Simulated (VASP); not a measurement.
# CsCl (Pm-3m) in VASP: notebook

Runs on CsCl. Level: PBEsol. Tasks: single point.

Everything below comes from runs of VASP 6.6.1. Logs are shortened: lines on timing, memory, paths and dates and some standing lists are left out, and cuts for length are marked.

**1. The cell of the first run**

Symmetry: Pm-3m, No. 221, cubic system. The conventional cell has a = 4.123 Å, b = 4.123 Å, c = 4.123 Å, α = 90.00°, β = 90.00°, γ = 90.00°. Within 4.7 Å of Cs (site symmetry m-3m) lie 8 Cl at 3.57 Å and 6 Cs at 4.12 Å. Within 4.7 Å of Cl (site symmetry m-3m) lie 8 Cs at 3.57 Å and 6 Cl at 4.12 Å.

**2. Single point, PBEsol**

Input file INCAR:

```
SYSTEM = CsCl
ALGO = Normal ; EDIFF = 1E-6
ENCUT = 500 ; GGA = PS
GGA_COMPAT = .FALSE. ; ISIF = 2
ISMEAR = 0 ; LASPH = .TRUE.
LCHARG = .FALSE. ; LREAL = .FALSE.
LWAVE = .FALSE. ; NBANDS = 15
NELM = 120 ; PREC = Accurate
SIGMA = 0.05
```

Input file KPOINTS:

```
k-points
0
G
  8 8 8
  0 0 0
```

Input file POSCAR:

```
CsCl
1.0
    4.1229998261      0.0000000000      0.0000000000
    0.0000000000      4.1229998261      0.0000000000
    0.0000000000      0.0000000000      4.1229998261
Cs Cl
1 1
Direct
    0.0000000000      0.0000000000      0.0000000000
    0.5000000000      0.5000000000      0.5000000000
```

Potentials or basis: VASP PAW PBE potentials, release 64 (Cs_sv, Cl).

Launch:

```console
cat potpaw_PBE.64/Cs_sv/POTCAR potpaw_PBE.64/Cl/POTCAR > POTCAR
mpirun -np 1 vasp_std > vasp.out
```

OUTCAR:

```text
SYSTEM = CsCl
   EDIFF = 1E-6
   ENCUT = 500
   GGA = PS
   ISIF = 2
   ISMEAR = 0
   LASPH = .TRUE.
   LREAL = .FALSE.
   NELM = 120
   PREC = Accurate

 ion  position               nearest neighbor table
   1  0.000  0.000  0.000-
   2  0.500  0.500  0.500-

  LATTYP: Found a simple cubic cell.
 ALAT       =     4.1229998261

  Lattice vectors:

 A1 = (   4.1229998261,   0.0000000000,   0.0000000000)
 A2 = (   0.0000000000,   4.1229998261,   0.0000000000)
 A3 = (   0.0000000000,   0.0000000000,   4.1229998261)

Analysis of symmetry for initial positions (statically):
=====================================================================
 Subroutine PRICEL returns:
 Original cell was already a primitive cell.

 Routine SETGRP: Setting up the symmetry group for a
 simple cubic supercell.

 Subroutine GETGRP returns: Found 48 space group operations
 (whereof 48 operations were pure point group operations)
 out of a pool of 48 trial point group operations.

The static configuration has the point symmetry O_h .

Analysis of symmetry for dynamics (positions and initial velocities):
=====================================================================
 Subroutine PRICEL returns:
 Original cell was already a primitive cell.

 Routine SETGRP: Setting up the symmetry group for a
 simple cubic supercell.

 Subroutine GETGRP returns: Found 48 space group operations
 (whereof 48 operations were pure point group operations)
 out of a pool of 48 trial point group operations.

The dynamic configuration has the point symmetry O_h .

 Subroutine INISYM returns: Found 48 space group operations
 (whereof 48 operations are pure point group operations),
 and found     1 'primitive' translations

----------------------------------------------------------------------------------------

                                     Primitive cell

  volume of cell :      70.0874

  direct lattice vectors                    reciprocal lattice vectors
     4.122999826  0.000000000  0.000000000     0.242541849  0.000000000  0.000000000
     0.000000000  4.122999826  0.000000000     0.000000000  0.242541849  0.000000000
     0.000000000  0.000000000  4.122999826     0.000000000  0.000000000  0.242541849

  length of vectors
     4.122999826  4.122999826  4.122999826     0.242541849  0.242541849  0.242541849

  position of ions in fractional coordinates (direct lattice)
     0.000000000  0.000000000  0.000000000
     0.500000000  0.500000000  0.500000000

  ion indices of the primitive-cell ions
   primitive index   ion index
                 1           1
                 2           2

----------------------------------------------------------------------------------------

 KPOINTS: k-points

Automatic generation of k-mesh.
 Grid dimensions read from file:
 generate k-points for:    8    8    8

 Generating k-lattice:

  Cartesian coordinates                     Fractional coordinates (reciprocal lattice)
     0.030317731  0.000000000  0.000000000     0.125000000  0.000000000  0.000000000
     0.000000000  0.030317731  0.000000000     0.000000000  0.125000000  0.000000000
     0.000000000  0.000000000  0.030317731     0.000000000  0.000000000  0.125000000

  Length of vectors
     0.030317731  0.030317731  0.030317731

  Shift w.r.t. Gamma in fractional coordinates (k-lattice)
     0.000000000  0.000000000  0.000000000

 Subroutine IBZKPT returns following result:
 ===========================================

 Found     35 irreducible k-points:

 Following reciprocal coordinates:
            Coordinates               Weight
  0.000000  0.000000  0.000000      1.000000
  0.125000  0.000000  0.000000      6.000000
  0.250000  0.000000  0.000000      6.000000
  0.375000  0.000000  0.000000      6.000000
  0.500000  0.000000  0.000000      3.000000
  0.125000  0.125000  0.000000     12.000000
[... 16 lines left out ...]
  0.375000  0.375000  0.125000     24.000000
  0.500000  0.375000  0.125000     24.000000
 [... further k-points ...]
   k-points           NKPTS =     35   k-points in BZ     NKDIM =     35   number of bands    NBANDS=     15
   number of dos      NEDOS =    301   number of ions     NIONS =      2
   total plane-waves  NPLWV =  27000
   dimension x,y,z NGX =    30 NGY =   30 NGZ =   30
   dimension x,y,z NGXF=    60 NGYF=   60 NGZF=   60
   ions per type =               1   1
   NGX,Y,Z   is equivalent  to a cutoff of  12.10, 12.10, 12.10 a.u.
   NGXF,Y,Z  is equivalent  to a cutoff of  24.19, 24.19, 24.19 a.u.
 SYSTEM =  CsCl
   PREC   = accura    normal or accurate (medium, high low for compatibility)
   ISTART =      0    job   : 0-new  1-cont  2-samecut
   ICHARG =      2    charge: 1-file 2-atom 10-const
   ISPIN  =      1    spin polarized calculation?
   LNONCOLLINEAR =      F non collinear calculations
   LSORBIT =      F    spin-orbit coupling
   LASPH  =      T    aspherical Exc in radial PAW
   ENCUT  =  500.0 eV  36.75 Ry    6.06 a.u.   7.52  7.52  7.52*2*pi/ulx,y,z
   NELM   =    120;   NELMIN=  2; NELMDL= -5     # of ELM steps
   EDIFF  = 0.1E-05   stopping-criterion for ELM
   LREAL  =      F    real-space projection
   EDIFFG = 0.1E-04   stopping-criterion for IOM
   NSW    =      0    number of steps for IOM
   IBRION =     -1    ionic relax: 0-MD 1-quasi-New 2-CG
   NFREE  =      0    steps in history (QN), initial steepest desc. (CG)
   ISIF   =      2    stress and relaxation
   ISYM   =      2    0-nonsym 1-usesym 2-fastsym
   POTIM  = 0.5000    time-step for ionic-motion
   TEBEG  =    0.0;   TEEND  =   0.0 temperature during run
   PSTRESS=    0.0 pullay stress
   NELECT =      16.0000    total number of electrons
   NUPDOWN=      -1.0000    fix difference up-down
   EMIN   =  10.00;   EMAX   =-10.00  energy-range for DOS
   EFERMI =   0.00;   METHOD = LEGACY
   ISMEAR =     0;   SIGMA  =   0.05  broadening in eV -4-tet -1-fermi 0-gaus
   EFERMI_NEDOS =   21; number of points for ismear=-14 and -15
   IALGO  =     38    algorithm
   IMIX   =      4    mixing-type and parameters
     AMIX     =   0.40;   BMIX     =  1.00
     AMIX_MAG =   1.60;   BMIX_MAG =  1.00
  volume/ion in A,a.u.               =      35.04       236.49
  Fermi-wavevector in a.u.,A,eV,Ry     =   1.000541  1.890748 13.620548  1.001082
  Thomas-Fermi vector in A             =   2.132904
   LORBIT       =      0    0 simple, 1 ext, 2 COOP (PROOUT), +10 PAW based schemes
   GGA     = PS    functional components
   LHFCALC =     F    Hartree Fock is set to
   AEXX    =    0.0000 exact exchange contribution
   IVDW    =     0    specifies the selected vdW correction
   LEPSILON=     F    determine dielectric tensor
   LRPA    =     F    only Hartree local field effects (RPA)
 non-spin polarized calculation
 Gauss-broadening in eV      SIGMA  =   0.05
  energy-cutoff  :      500.00
  volume of cell :       70.09
 maximum number of plane-waves:      1800
   NGX = 15   NGY = 15   NGZ = 15

 number of electron      16.0000001 magnetization

 Free energy of the ion-electron system (eV)
  ---------------------------------------------------
  ext. energy  EPLUGINS =         0.00000000
  ---------------------------------------------------
  free energy    TOTEN  =        -6.84042290 eV

  energy without entropy =       -6.84042290  energy(sigma->0) =       -6.84042290

 E-fermi :  -0.1928     XC(G=0):  -8.4738

 val. band max:       -0.4115066216   @ k =   0.0000   0.0000   0.0000
 cond. band min:       4.6361446381   @ k =   0.0000   0.0000   0.0000
 fundamental gap:      5.0476512597
 Fermi energy:        -0.1928313213

 k-point     1 :       0.0000    0.0000    0.0000
  band No.  band energies     occupation
      1     -19.7826      2.00000
      2     -12.5660      2.00000
      3      -6.2518      2.00000
      4      -6.2518      2.00000
      5      -6.2518      2.00000
      6      -0.4115      2.00000
      7      -0.4115      2.00000
      8      -0.4115      2.00000
      9       4.6361      0.00000
     10       4.8523      0.00000
     11       4.8523      0.00000
     12       9.5873      0.00000
     13       9.5873      0.00000
     14       9.5873      0.00000
     15      12.7223      0.00000

 k-point     2 :       0.1250    0.0000    0.0000
  band No.  band energies     occupation
      1     -19.7706      2.00000
      2     -12.5718      2.00000
      3      -6.3420      2.00000
      4      -6.2311      2.00000
      5      -6.2311      2.00000
      6      -0.6319      2.00000
      7      -0.4457      2.00000
      8      -0.4457      2.00000
      9       4.9590      0.00000
     10       5.0114      0.00000
     11       5.2341      0.00000
     12       9.4443      0.00000
     13       9.4443      0.00000
     14       9.6786      0.00000
     15      11.7161      0.00000

 k-point     3 :       0.2500    0.0000    0.0000
  band No.  band energies     occupation
      1     -19.7413      2.00000
      2     -12.5874      2.00000
      3      -6.5429      2.00000
      4      -6.1800      2.00000
      5      -6.1800      2.00000
      6      -1.0888      2.00000
      7      -0.5306      2.00000
      8      -0.5306      2.00000
      9       5.2604      0.00000
     10       5.8412      0.00000
     11       6.3025      0.00000
     12       9.1996      0.00000
     13       9.1996      0.00000
     14       9.9306      0.00000
     15      10.2900      0.00000
[... 343 lines left out ...]
 k-point    23 :       0.3750    0.3750    0.1250
  band No.  band energies     occupation
      1     -19.6396      2.00000
      2     -12.5003      2.00000
      3      -6.9070      2.00000
      4      -6.8320      2.00000
      5      -6.1761      2.00000
      6      -1.0703      2.00000
      7      -0.8931      2.00000
      8      -0.6312      2.00000
      9       6.0369      0.00000
     10       6.1929      0.00000
     11       7.6882      0.00000
     12       7.9285      0.00000
     13       9.2444      0.00000
     14       9.7803      0.00000
     15      11.7674      0.00000

 k-point    24 :       0.5000    0.3750    0.1250
  band No.  band energies     occupation
      1     -19.6289      2.00000
      2     -12.4847      2.00000
      3      -6.9808      2.00000
      4      -6.8932      2.00000
      5      -6.1583      2.00000
      6      -1.0147      2.00000
      7      -0.9590      2.00000
      8      -0.6179      2.00000
      9       5.9711      0.00000
     10       5.9973      0.00000
     11       7.6742      0.00000
     12       7.6885      0.00000
     13       9.6764      0.00000
     14      10.7730      0.00000
     15      12.0888      0.00000

 [... further k-points ...]

------------------------ aborting loop because EDIFF is reached ----------------------------------------

  FORCE on cell =-STRESS in cart. coord.  units (eV):
  Direction    XX          YY          ZZ          XY          YZ          ZX
  --------------------------------------------------------------------------------------
  -------------------------------------------------------------------------------------
  Total       -0.2806226     -0.2806226     -0.2806226     -0.0000000     -0.0000000      0.0000000
  in kB       -6.4149500     -6.4149500     -6.4149500     -0.0000000     -0.0000000      0.0000000
  external PRESSURE =      -6.4149500 kB  Pullay stress =       0.0000000 kB

 VOLUME and BASIS-vectors are now :
 -----------------------------------------------------------------------------
  energy-cutoff  :      500.00
  volume of cell :       70.09
      direct lattice vectors                 reciprocal lattice vectors
     4.122999826  0.000000000  0.000000000     0.242541849  0.000000000  0.000000000
     0.000000000  4.122999826  0.000000000     0.000000000  0.242541849  0.000000000
     0.000000000  0.000000000  4.122999826     0.000000000  0.000000000  0.242541849

 POSITION                                       TOTAL-FORCE (eV/Angst)
 -----------------------------------------------------------------------------------
      0.00000      0.00000      0.00000         0.000000      0.000000      0.000000
      2.06150      2.06150      2.06150         0.000000      0.000000      0.000000
 -----------------------------------------------------------------------------------
    total drift:                                0.000000      0.000000      0.000000

  FREE ENERGIE OF THE ION-ELECTRON SYSTEM (eV)
  ---------------------------------------------------
  free  energy   TOTEN  =        -6.8404229007 eV

  energy  without entropy=       -6.8404229007  energy(sigma->0) =       -6.84042290
```

Wall time 35 s (1 thread of Intel Xeon 8259CL, shared host); peak memory 0.18 GiB.

What came out:

| Quantity | Value |
| --- | --- |
| Free energy | -6.8404 eV |
| Pressure | -0.6 GPa |
| Band gap on the k mesh | 5.05 eV, direct |

Caveat: the PAW data sets were made with another functional, which shifts forces and pressure a little; spin-orbit coupling is left out, which moves the levels of the heavy elements.

**3. Single point, PBEsol**

Input file INCAR:

```
PREC     = Accurate       # precision mode
ENCUT    = 500            # plane-wave cutoff, eV
EDIFF    = 1E-6           # SCF threshold, eV
ISMEAR   = 0              # smearing method
SIGMA    = 0.05           # smearing width, eV
LREAL    = F              # projectors in reciprocal space
LASPH    = T              # aspherical terms in the spheres
NELM     = 120            # most SCF steps
ALGO     = Normal         # electronic algorithm
ISIF     = 2              # what is computed and relaxed
LWAVE    = F              # write WAVECAR
LCHARG   = F              # write CHGCAR
GGA      = PS             # functional
NBANDS   = 15             # bands
GGA_COMPAT= F
```

Input file KPOINTS:

```
regular mesh
0
Gamma
  8 8 8
```

POSCAR is that of step 2.

Potentials or basis: VASP PAW PBE potentials, release 64 (Cs_sv, Cl).

Launch:

```console
cat potpaw_PBE.64/Cs_sv/POTCAR potpaw_PBE.64/Cl/POTCAR > POTCAR
mpirun -np 1 vasp_std > vasp.out
```

It took 36 s on 1 thread of Intel Xeon 8259CL, shared host; peak memory 0.18 GiB.

The run converged. Its results:

- Free energy: -6.8404 eV
- Pressure: -0.6 GPa
- Band gap on the k mesh: 5.05 eV, direct

Levels at points of the mesh, in eV from the valence-band top:
```
           k point  band 6  band 7  band 8  band 9  band 10  band 11
(0.00, 0.00, 0.00)    0.00    0.00    0.00    5.05     5.26     5.26
(0.50, 0.00, 0.00)   -1.21   -0.25   -0.25    6.31     7.49     8.70
(0.50, 0.50, 0.00)   -0.44   -0.44   -0.06    5.81     5.88     7.89
(0.50, 0.50, 0.50)   -1.13   -1.13   -1.13    8.41     8.41     8.41
```

Caveat: the PAW data sets were made with another functional, which shifts forces and pressure a little; spin-orbit coupling is left out, which moves the levels of the heavy elements. Expect the measured gap to be larger: semilocal functionals such as PBEsol lack the derivative discontinuity.
